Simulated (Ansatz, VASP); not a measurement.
## One calculation of Zn5Cd2Te, two programs

The input INCAR:

```
SYSTEM = Zn5Cd2Te
ALGO = Fast
EDIFF = 1E-6
EDIFFG = -0.08
ENCUT = 600
GGA = PE
IBRION = 2
ISIF = 3
ISMEAR = 0
LASPH = .TRUE.
LCHARG = .FALSE.
LREAL = .FALSE.
LWAVE = .FALSE.
NELM = 80
NSW = 36
PREC = Accurate
SIGMA = 0.2
```

File KPOINTS:

```
k-points
0
G
  4 4 2
  0 0 0
```

Contents of POSCAR:

```
Zn5Cd2Te
1.0
    4.0647736000      0.0000000000      0.0000000000
    0.0000000000      4.0647736000      0.0000000000
    0.0000000000      0.0000000000      8.8752301500
Zn Cd Te
5 2 1
Direct
    0.0000000000      0.5000000000      0.2611329900
    0.5000000000      0.0000000000      0.7388670100
    0.5000000000      0.0000000000      0.2611329900
    0.0000000000      0.5000000000      0.7388670100
    0.5000000000      0.5000000000      0.0000000000
    0.0000000000      0.0000000000      0.0000000000
    0.5000000000      0.5000000000      0.5000000000
    0.0000000000      0.0000000000      0.5000000000
```

Input for Ansatz:

```yaml
crystal:
  lattice:
    - [4.0647736, 0.0, 0.0]
    - [0.0, 4.0647736, 0.0]
    - [0.0, 0.0, 8.87523015]
  atoms:
    - { symbol: Zn, position: [0.0, 0.5, 0.26113299] }
    - { symbol: Zn, position: [0.5, 0.0, 0.73886701] }
    - { symbol: Zn, position: [0.5, 0.0, 0.26113299] }
    - { symbol: Zn, position: [0.0, 0.5, 0.73886701] }
    - { symbol: Zn, position: [0.5, 0.5, 0.0] }
    - { symbol: Cd, position: [0.0, 0.0, 0.0] }
    - { symbol: Cd, position: [0.5, 0.5, 0.5] }
    - { symbol: Te, position: [0.0, 0.0, 0.5] }
basis:
  ecutwfc: 420
kpoints:
  mp_grid: { grid: [4, 4, 2] }
hamiltonian:
  xc: pbe
scf:
  occupations: { method: gaussian, width: 0.2 }
  lower_state_search: "off"
output:
  forces: true
  stress: true
  eigenvalues: true
relax:
  adjacent_minimum: "off"
  f_tol: 0.08
  max_steps: 16
  cell: { stress_tol: 0.8 }
```

Change from the starting cell: species swapped into the Al5CuW2 type (P4/mmm, No. 123).

Alike in both runs: task relaxation of cell and atoms; functional PBE; k mesh 4 × 4 × 2; occupations gaussian, width 0.2 eV; no spin polarisation.

```csv
,VASP,Ansatz
version,VASP 6.6.1,Ansatz 0.2.0
potentials or method,"VASP PAW PBE potentials, release 64 (Zn, Cd, Te), cutoff 600 eV","scalar-relativistic, plane waves, PAW"
valence electrons in the cell,90,116
```

|  | VASP | Ansatz | Ansatz less VASP |
| --- | --- | --- | --- |
| gap on the k mesh at the Fermi level, each at its own relaxed structure (eV) | none | none | - |
| relaxed volume (Å³/atom) | 20.17 | 20.11 | -0.055 |
| relaxed length of the cell vector where the two differ most in proportion (Å) | 9.082 | 9.070 | -0.0119 |

A gap of «none» marks a metal or a gap that the smearing closes. VASP's potentials hold 90 valence electrons a cell and Ansatz's 116, so a difference there can come from the potentials and not from the codes.

The k mesh is coarse, so the values compare programs but aren't converged. Neither program's run includes spin-orbit coupling.
